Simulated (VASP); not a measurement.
# MoS2 (P6_3/mmc) in VASP: a series of runs

Runs on MoS2. Level: PBE. Tasks: electric field gradients.

Everything below comes from runs of VASP 6.6.1. Logs are shortened: lines on timing, memory, paths and dates and some standing lists are left out, and cuts for length are marked.

## (1) The cell of the first run

Symmetry: P6_3/mmc, No. 194, hexagonal system. Conventional cell: a = 3.066 Å, b = 3.066 Å, c = 12.295 Å, α = 90.00°, β = 90.00°, γ = 120.00°. Within 3.1 Å of Mo (site symmetry -6m2) lie 6 S at 2.32 Å and 6 Mo at 3.07 Å. Within 3.1 Å of S (site symmetry 3m) lie 3 Mo at 2.32 Å and 7 S at 3.01 to 3.07 Å.

## (2) Electric field gradients, PBE (equal xx and yy strain of -3 %)

INCAR reads:

```
SYSTEM = MoS2
  PREC = Accurate
  ENCUT = 520
  EDIFF = 1E-8
  ISMEAR = -1
  SIGMA = 0.03
  LREAL = .FALSE.
  LASPH = .TRUE.
  NELM = 80
  ALGO = Normal
  ISIF = 2
  LWAVE = .FALSE.
  LCHARG = .FALSE.
  GGA = PE
  LEFG = .TRUE.
  NBANDS = 35
```

KPOINTS reads:

```
Automatic mesh
0
G
  10 10 3
  0 0 0
```

POSCAR reads:

```
MoS2
1.0
    3.0661715536      0.0000000000      0.0000000000
   -1.5330857768      2.6553824578      0.0000000000
    0.0000000000      0.0000000000     12.2950000000
Mo S
2 4
Direct
    0.3333333333      0.6666666667      0.2500000000
    0.6666666667      0.3333333333      0.7500000000
    0.3333333333      0.6666666667      0.6275000000
    0.6666666667      0.3333333333      0.1275000000
    0.3333333333      0.6666666667      0.8725000000
    0.6666666667      0.3333333333      0.3725000000
```

Potentials or basis: VASP PAW PBE potentials, release 64 (Mo_sv, S).

Launch:

```bash
$ cat potpaw_PBE.64/Mo_sv/POTCAR potpaw_PBE.64/S/POTCAR > POTCAR
$ mpirun -np 1 vasp_std > vasp.out
```

OUTCAR:

```text
SYSTEM = MoS2
   PREC = Accurate
   ENCUT = 520
   EDIFF = 1E-8
   ISMEAR = -1
   LREAL = .FALSE.
   LASPH = .TRUE.
   NELM = 80
   ISIF = 2
   GGA = PE

 ion  position               nearest neighbor table
   1  0.333  0.667  0.250-   4 2.32   6 2.32   4 2.32   6 2.32   4 2.32   6 2.32
   2  0.667  0.333  0.750-   3 2.32   5 2.32   3 2.32   5 2.32   3 2.32   5 2.32
   3  0.333  0.667  0.627-   2 2.32   2 2.32   2 2.32
   4  0.667  0.333  0.127-   1 2.32   1 2.32   1 2.32
   5  0.333  0.667  0.873-   2 2.32   2 2.32   2 2.32
   6  0.667  0.333  0.373-   1 2.32   1 2.32   1 2.32

  LATTYP: Found a hexagonal cell.
 ALAT       =     3.0661715536
 C/A-ratio  =     4.0098865263

  Lattice vectors:

 A1 = (   3.0661715536,   0.0000000000,   0.0000000000)
 A2 = (  -1.5330857768,   2.6553824578,   0.0000000000)
 A3 = (   0.0000000000,   0.0000000000,  12.2950000000)

Analysis of symmetry for initial positions (statically):
=====================================================================
 Subroutine PRICEL returns:
 Original cell was already a primitive cell.

 Routine SETGRP: Setting up the symmetry group for a
 hexagonal supercell.

 Subroutine GETGRP returns: Found 24 space group operations
 (whereof 12 operations were pure point group operations)
 out of a pool of 24 trial point group operations.

The static configuration has the point symmetry D_3d.
 The point group associated with its full space group is D_6h.

Analysis of symmetry for dynamics (positions and initial velocities):
=====================================================================
 Subroutine PRICEL returns:
 Original cell was already a primitive cell.

 Routine SETGRP: Setting up the symmetry group for a
 hexagonal supercell.

 Subroutine GETGRP returns: Found 24 space group operations
 (whereof 12 operations were pure point group operations)
 out of a pool of 24 trial point group operations.

The dynamic configuration has the point symmetry D_3d.
 The point group associated with its full space group is D_6h.

 Subroutine INISYM returns: Found 24 space group operations
 (whereof 12 operations are pure point group operations),
 and found     1 'primitive' translations

----------------------------------------------------------------------------------------

                                     Primitive cell

  volume of cell :     100.1041

  direct lattice vectors                    reciprocal lattice vectors
     3.066171554  0.000000000  0.000000000     0.326139612  0.188296793  0.000000000
    -1.533085777  2.655382458  0.000000000     0.000000000  0.376593585  0.000000000
     0.000000000  0.000000000 12.295000000     0.000000000  0.000000000  0.081333876

  length of vectors
     3.066171554  3.066171554 12.295000000     0.376593585  0.376593585  0.081333876

  position of ions in fractional coordinates (direct lattice)
     0.333333333  0.666666667  0.250000000
     0.666666667  0.333333333  0.750000000
     0.333333333  0.666666667  0.627500000
     0.666666667  0.333333333  0.127500000
     0.333333333  0.666666667  0.872500000
     0.666666667  0.333333333  0.372500000

  ion indices of the primitive-cell ions
   primitive index   ion index
                 1           1
                 2           2
                 3           3
                 4           4
                 5           5
                 6           6

----------------------------------------------------------------------------------------

 KPOINTS: Automatic mesh

Automatic generation of k-mesh.
 Grid dimensions read from file:
 generate k-points for:   10   10    3

 Generating k-lattice:

  Cartesian coordinates                     Fractional coordinates (reciprocal lattice)
[... 55 lines left out ...]
   LNONCOLLINEAR =      F non collinear calculations
   LSORBIT =      F    spin-orbit coupling
   LASPH  =      T    aspherical Exc in radial PAW
   ENCUT  =  520.0 eV  38.22 Ry    6.18 a.u.   5.70  5.70 22.86*2*pi/ulx,y,z
   NELM   =     80;   NELMIN=  2; NELMDL= -5     # of ELM steps
   EDIFF  = 0.1E-07   stopping-criterion for ELM
   LREAL  =      F    real-space projection
   EDIFFG = 0.1E-06   stopping-criterion for IOM
   NSW    =      0    number of steps for IOM
   IBRION =     -1    ionic relax: 0-MD 1-quasi-New 2-CG
   NFREE  =      0    steps in history (QN), initial steepest desc. (CG)
   ISIF   =      2    stress and relaxation
   ISYM   =      2    0-nonsym 1-usesym 2-fastsym
   POTIM  = 0.5000    time-step for ionic-motion
   TEBEG  =    0.0;   TEEND  =   0.0 temperature during run
   PSTRESS=    0.0 pullay stress
   NELECT =      52.0000    total number of electrons
   NUPDOWN=      -1.0000    fix difference up-down
   EMIN   =  10.00;   EMAX   =-10.00  energy-range for DOS
   EFERMI =   0.00;   METHOD = LEGACY
   ISMEAR =    -1;   SIGMA  =   0.03  broadening in eV -4-tet -1-fermi 0-gaus
   EFERMI_NEDOS =   21; number of points for ismear=-14 and -15
   IALGO  =     38    algorithm
   IMIX   =      4    mixing-type and parameters
     AMIX     =   0.40;   BMIX     =  1.00
     AMIX_MAG =   1.60;   BMIX_MAG =  1.00
  volume/ion in A,a.u.               =      16.68       112.59
  Fermi-wavevector in a.u.,A,eV,Ry     =   1.316008  2.486895 23.563625  1.731878
  Thomas-Fermi vector in A             =   2.446151
   LORBIT       =      0    0 simple, 1 ext, 2 COOP (PROOUT), +10 PAW based schemes
   GGA     = PE    functional components
   LHFCALC =     F    Hartree Fock is set to
   AEXX    =    0.0000 exact exchange contribution
   IVDW    =     0    specifies the selected vdW correction
   LEPSILON=     F    determine dielectric tensor
   LRPA    =     F    only Hartree local field effects (RPA)
 non-spin polarized calculation
  energy-cutoff  :      520.00
  volume of cell :      100.10
 maximum number of plane-waves:      2711
 NGX is ok and might be reduce to    24
   NGX = 11   NGY = 11   NGZ = 45

 number of electron      51.9999999 magnetization

 Free energy of the ion-electron system (eV)
  ---------------------------------------------------
  ext. energy  EPLUGINS =         0.00000000
  ---------------------------------------------------
  free energy    TOTEN  =       -42.96444971 eV

  energy without entropy =      -42.96444971  energy(sigma->0) =      -42.96444971

 E-fermi :   8.8671     XC(G=0): -11.0778

 val. band max:        8.3710373101   @ k =   0.0000   0.0000   0.0000
 cond. band min:       9.4209426867   @ k =   0.2000   0.2000   0.0000
 fundamental gap:      1.0499053766
 Fermi energy:         8.8670892828

 k-point     1 :       0.0000    0.0000    0.0000
  band No.  band energies     occupation
      1     -53.0451      2.00000
      2     -53.0451      2.00000
      3     -27.3089      2.00000
      4     -27.3088      2.00000
      5     -26.9595      2.00000
      6     -26.9595      2.00000
[... 901 lines left out ...]
     34      12.5347      0.00000
     35      14.5026      0.00000

 [... further k-points ...]

------------------------ aborting loop because EDIFF is reached ----------------------------------------

  FORCE on cell =-STRESS in cart. coord.  units (eV):
  Direction    XX          YY          ZZ          XY          YZ          ZX
  --------------------------------------------------------------------------------------
  -------------------------------------------------------------------------------------
  Total       12.2905198     12.2905198     13.7059142      0.0000000     -0.0000000      0.0000000
  in kB      196.7110551    196.7110551    219.3645901      0.0000000     -0.0000000      0.0000000
  external PRESSURE =     204.2622334 kB  Pullay stress =       0.0000000 kB

 VOLUME and BASIS-vectors are now :
 -----------------------------------------------------------------------------
  energy-cutoff  :      520.00
  volume of cell :      100.10
      direct lattice vectors                 reciprocal lattice vectors
     3.066171554  0.000000000  0.000000000     0.326139612  0.188296793  0.000000000
    -1.533085777  2.655382458  0.000000000     0.000000000  0.376593585  0.000000000
     0.000000000  0.000000000 12.295000000     0.000000000  0.000000000  0.081333876

 POSITION                                       TOTAL-FORCE (eV/Angst)
 -----------------------------------------------------------------------------------
     -0.00000      1.77025      3.07375        -0.000000      0.000000     -0.000000
      1.53309      0.88513      9.22125         0.000000     -0.000000     -0.000000
     -0.00000      1.77025      7.71511        -0.000000     -0.000000     -2.004221
      1.53309      0.88513      1.56761         0.000000      0.000000     -2.004221
     -0.00000      1.77025     10.72739        -0.000000     -0.000000      2.004221
      1.53309      0.88513      4.57989         0.000000      0.000000      2.004221
 -----------------------------------------------------------------------------------
    total drift:                               -0.000000      0.000000     -0.000000

  FREE ENERGIE OF THE ION-ELECTRON SYSTEM (eV)
  ---------------------------------------------------
  free  energy   TOTEN  =       -42.9644497119 eV

  energy  without entropy=      -42.9644497115  energy(sigma->0) =      -42.96444971

 Electric field gradients (V/A^2)
---------------------------------------------------------------------
 ion       V_xx      V_yy      V_zz      V_xy      V_xz      V_yz
---------------------------------------------------------------------
   1      45.445    45.445   -90.889    -0.000     0.000    -0.000
   2      45.445    45.445   -90.889    -0.000    -0.000     0.000
   3      31.103    31.102   -62.205    -0.000     0.000    -0.000
   4      31.103    31.102   -62.205    -0.000    -0.000     0.000
   5      31.103    31.102   -62.205    -0.000    -0.000     0.000
   6      31.103    31.102   -62.205    -0.000     0.000    -0.000
---------------------------------------------------------------------

 Electric field gradients after diagonalization (V/A^2)
 (convention: |V_zz| > |V_xx| > |V_yy|)
----------------------------------------------------------------------
 ion       V_xx      V_yy      V_zz     asymmetry (V_yy - V_xx)/ V_zz
----------------------------------------------------------------------
   1      45.445    45.445   -90.889       0.000
   2      45.445    45.445   -90.889       0.000
   3      31.103    31.102   -62.205       0.000
   4      31.103    31.102   -62.205       0.000
   5      31.103    31.102   -62.205       0.000
   6      31.103    31.102   -62.205       0.000
----------------------------------------------------------------------

           NMR quadrupolar parameters

 Cq : quadrupolar parameter    Cq=e*Q*V_zz/h
 eta: asymmetry parameters     (V_yy - V_xx)/ V_zz
 Q  : nuclear electric quadrupole moment in mb (millibarn)
----------------------------------------------------------------------
 ion       Cq(MHz)       eta       Q (mb)
----------------------------------------------------------------------
   1      -0.220       0.000       1.000
   2      -0.220       0.000       1.000
   3      -0.150       0.000       1.000
   4      -0.150       0.000       1.000
   5      -0.150       0.000       1.000
   6      -0.150       0.000       1.000
----------------------------------------------------------------------
```

Run time: 98 s. Hardware: 1 thread of Intel Xeon Platinum 8375C at 2.90GHz (Ice Lake), shared host; peak memory 0.26 GiB.

Results:

| Quantity | Value |
| --- | --- |
| Free energy | -42.9644 eV |
| Pressure | 20.4 GPa |
| Largest force | 2.004 eV/Å |
| Band gap on the k mesh | 1.05 eV, indirect (least direct gap 2.16 eV) |

Forces on the atoms (eV/Å):
```
Mo   0.000  0.000  0.000
Mo   0.000  0.000  0.000
S    0.000  0.000 -2.004
S    0.000  0.000 -2.004
S    0.000  0.000  2.004
S    0.000  0.000  2.004
```

Levels at points of the mesh, in eV from the valence-band top:
| k point | band 23 | band 24 | band 25 | band 26 | band 27 | band 28 | band 29 | band 30 |
| --- | --- | --- | --- | --- | --- | --- | --- | --- |
| (0.00, 0.00, 0.00) | -2.35 | -1.44 | -1.32 | 0.00 | 2.38 | 2.38 | 2.39 | 2.39 |
| (0.50, 0.00, 0.00) | -1.72 | -1.57 | -1.48 | -1.40 | 1.88 | 1.92 | 2.34 | 2.62 |

Electric field gradients, principal values (V/Å²):
```csv
atom,least,middle,greatest (by size)
1 Mo,45.445,45.445,-90.889
2 Mo,45.445,45.445,-90.889
3 S,31.102,31.103,-62.205
4 S,31.102,31.103,-62.205
5 S,31.102,31.103,-62.205
6 S,31.102,31.103,-62.205
```

Caveat: the cell differs from its parent crystal (equal xx and yy strain of -3 %); without QUAD_EFG the Cq values of the log hold for a quadrupole moment of 1 mb, not for the nuclei; this functional lacks dispersion, which binds the layers, so the pressure and a relaxed spacing across them are unreliable; forces of over 1 eV/Å act on the atoms, so gaps and moduli don't describe the material at rest. A k mesh can miss the band edges.

[end of part 1 of 2]
